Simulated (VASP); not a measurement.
InSb, 2 atoms in the cell. Symmetry: F-43m, No. 216, cubic system. The conventional cell has a = 6.605 Å, b = 6.605 Å, c = 6.605 Å, α = 90.00°, β = 90.00°, γ = 90.00°. In (site symmetry -43m) has 4 Sb at 2.86 Å within 3.8 Å. Sb (site symmetry -43m) has 4 In at 2.86 Å within 3.8 Å. 

| Property | Result |
| --- | --- |
| Program | VASP 6.6.1 |
| Task | single point |
| Functional | PBE |
| Potentials or basis | VASP PAW PBE potentials, release 64 (In_d, Sb) |
| Cutoff | 520 eV |
| k mesh | 10 × 10 × 10 |
| Occupations | fermi-dirac, width 0.03 eV |
| Spin | no spin polarisation |
| Dipole correction | no |
| Further INCAR settings | ALGO = Normal; EDIFF = 1e-07; NBANDS = 16 |

Potentials or basis: VASP PAW PBE potentials, release 64 (In_d, Sb).

Command:

```console
$ cat potpaw_PBE.64/In_d/POTCAR potpaw_PBE.64/Sb/POTCAR > POTCAR
$ mpirun -np 1 vasp_std > vasp.out
```

Hardware: 1 thread of Intel Xeon 8259CL, on a shared host.

Question: How long does it take, and how much memory?

Answer: It took 100 s on 1 thread of Intel Xeon 8259CL (shared host), peak memory 0.23 GiB. Counts: scf iterations 15, k points 47.
